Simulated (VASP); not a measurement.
Here is a VASP 6.6.1 calculation.

Contents of POSCAR:

```
ZnSb2C
1.0
    3.8273790815      0.0000000000      0.0000000000
    0.0000000000      3.8273790815      0.0000000000
    0.0000000000      0.0000000000      5.9708967051
Zn Sb C
1 2 1
Direct
    0.0000000000      0.0000000000      0.0000000000
    0.0000000000      0.5000000000      0.2909733445
    0.5000000000      0.0000000000      0.7090266555
    0.5000000000      0.5000000000      0.5000000000
```

INCAR.step1

```
ALGO = Normal
EDIFF = 1E-5
ENCUT = 520
GGA = PE
ISIF = 2
ISMEAR = -1
LASPH = T
LREAL = F
LWAVE = T
NBANDS = 21
NELM = 60
PREC = Accurate
SIGMA = 0.02
```

The input INCAR.step2:

```
AEXX = 0.35
ALGO = Normal
EDIFF = 1E-6
ENCUT = 520
GGA = PE
HFSCREEN = 0.2078
ISIF = 2
ISMEAR = -1
ISTART = 1
LASPH = T
LCHARG = T
LELF = T
LHFCALC = T
LREAL = F
LVHAR = T
LWAVE = F
NBANDS = 21
NELM = 60
PREC = Accurate
PRECFOCK = Normal
SIGMA = 0.02
```

The input KPOINTS:

```
k-points
0
Gamma
  4 4 2
```

Potentials or basis: VASP PAW PBE potentials, release 64 (Zn, Sb, C).

Launch:

```sh
$ cat potpaw_PBE.64/Zn/POTCAR potpaw_PBE.64/Sb/POTCAR potpaw_PBE.64/C/POTCAR > POTCAR
$ cp INCAR.step1 INCAR
$ mpirun -np 1 vasp_std > vasp.out
$ cp INCAR.step2 INCAR
$ mpirun -np 1 vasp_std > vasp.out
```

Question: Predict the band gap on the k mesh.

Answer: Zero (bands 13 and 14 overlap by 1.06 eV).

Question: What does it give for the pressure?

Answer: -3.0 GPa.

Question: What does it give for the largest force?

Answer: 0.402 eV/Å.

Stress tensor (GPa, compression positive):
```
-2.45  0.00  0.00
 0.00 -2.45  0.00
 0.00  0.00 -4.01
```

Caveat: the k points lie up to 0.53 Å⁻¹ apart, too coarse for converged energies and pressures of a metal; the PAW data sets were made with another functional, which shifts forces and pressure a little; spin-orbit coupling is left out, which moves the levels of the heavy elements.
